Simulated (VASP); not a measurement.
Here is a VASP 6.6.1 calculation.

The input INCAR:

```
SYSTEM = Tl2B
ALGO     = Fast           ! electronic algorithm
EDIFF    = 1E-7           ! SCF threshold, eV
ENCUT    = 520            ! plane-wave cutoff, eV
GGA      = PE             ! functional
ISIF     = 2              ! what is computed and relaxed
ISMEAR   = 0              ! smearing method
LASPH    = .TRUE.         ! aspherical terms in the spheres
LCHARG   = .FALSE.        ! write CHGCAR
LREAL    = .FALSE.        ! projectors in reciprocal space
LWAVE    = .FALSE.        ! write WAVECAR
NBANDS   = 38             ! bands
NELM     = 80             ! most SCF steps
PREC     = Accurate       ! precision mode
SIGMA    = 0.1            ! smearing width, eV
```

KPOINTS

```
k-points
0
G
  10 10 10
  0 0 0
```

The input POSCAR:

```
Tl2B
1.0
   -3.2869269854      3.2869269854      3.1178961354
    3.2869269854     -3.2869269854      3.1178961354
    3.2869269854      3.2869269854     -3.1178961354
Tl B
4 2
Direct
    0.6787528972      0.1787528972      0.8575057945
    0.1787528972      0.3212471028      0.5000000000
    0.3212471028      0.8212471028      0.1424942055
    0.8212471028      0.6787528972      0.5000000000
    0.2500000000      0.2500000000      0.0000000000
    0.7500000000      0.7500000000      0.0000000000
```

Potentials or basis: VASP PAW PBE potentials, release 64 (Tl_d, B).

The run is started by

```sh
$ cat potpaw_PBE.64/Tl_d/POTCAR potpaw_PBE.64/B/POTCAR > POTCAR
$ mpirun -np 1 vasp_std > vasp.out
```

Q: Predict the band gap on the k mesh.

A: Zero (band 29 reaches 7.30 eV, above the bottom of band 30 at 4.32 eV).

Q: Predict the pressure.

A: 0.0 GPa.

Caveat: spin-orbit coupling is left out, which moves the levels of the heavy elements.
